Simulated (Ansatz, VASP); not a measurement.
# One calculation of Al2Cu, two programs

File INCAR:

```
PREC     = Accurate       # precision mode
ENCUT    = 520            # plane-wave cutoff, eV
EDIFF    = 1E-7           # SCF threshold, eV
ISMEAR   = 0              # smearing method
SIGMA    = 0.15           # smearing width, eV
LREAL    = False          # projectors in reciprocal space
LASPH    = True           # aspherical terms in the spheres
NELM     = 100            # most SCF steps
ALGO     = Fast           # electronic algorithm
ISIF     = 2              # what is computed and relaxed
LWAVE    = False          # write WAVECAR
LCHARG   = False          # write CHGCAR
GGA      = PE             # functional
NBANDS   = 16             # bands
```

File KPOINTS:

```
Automatic mesh
0
Gamma
  14 14 14
```

The input POSCAR:

```
Al2Cu
1.0
   -2.0446004822      2.0446004822      3.0264298293
    2.0446004822     -2.0446004822      3.0264298293
    2.0446004822      2.0446004822     -3.0264298293
Al Cu
2 1
Direct
    0.7344366126      0.2344366126      0.5000000000
    0.2655633874      0.7655633874      0.5000000000
    0.5000000000      0.5000000000      0.0000000000
```

Input for Ansatz:

```yaml
crystal:
  lattice:
    - [-2.0446004822, 2.0446004822, 3.0264298293]
    - [2.0446004822, -2.0446004822, 3.0264298293]
    - [2.0446004822, 2.0446004822, -3.0264298293]
  atoms:
    - { symbol: Al, position: [0.7344366126, 0.2344366126, 0.5] }
    - { symbol: Al, position: [0.2655633874, 0.7655633874, 0.5] }
    - { symbol: Cu, position: [0.5, 0.5, 0.0] }
basis:
  ecutwfc: 520.0
kpoints:
  mp_grid: { grid: [14, 14, 14] }
hamiltonian:
  xc: pbe
  pseudopotentials: { kind: paw, azcp: { folder: soft_1 } }
scf:
  occupations: { method: gaussian, width: 0.15 }
output:
  forces: true
  stress: true
  eigenvalues: true
```

Change from the starting cell: mode 9 frozen in at -0.090 Å, normal strain along z +0.0467.

Alike in both runs: task single point; functional PBE; k mesh 14 × 14 × 14; occupations gaussian, width 0.15 eV; no spin polarisation.

```csv
,VASP,Ansatz
version,VASP 6.6.1,Ansatz 0.2.0
potentials or method,"VASP PAW PBE potentials, release 64 (Al, Cu), cutoff 520 eV","scalar-relativistic, plane waves, PAW"
valence electrons in the cell,17,25
```

Ansatz gave:

* gap on the k mesh at the Fermi level (eV): none
* pressure (GPa): -3.3
* traceless stress, the component that is largest in VASP (GPa): 3.17
* rms of the force components (eV/Å): 0.221

Question: Estimate VASP's values.

Answer: gap on the k mesh at the Fermi level (eV): none; pressure (GPa): -3.2; traceless stress, the component that is largest in VASP (GPa): 3.17; rms of the force components (eV/Å): 0.220.

Atom by atom the forces differ by 0.000 eV/Å (rms over components). A gap of «none» marks a metal or a gap that the smearing closes. VASP's potentials hold 17 valence electrons a cell and Ansatz's 25, so a difference there can come from the potentials and not from the codes.
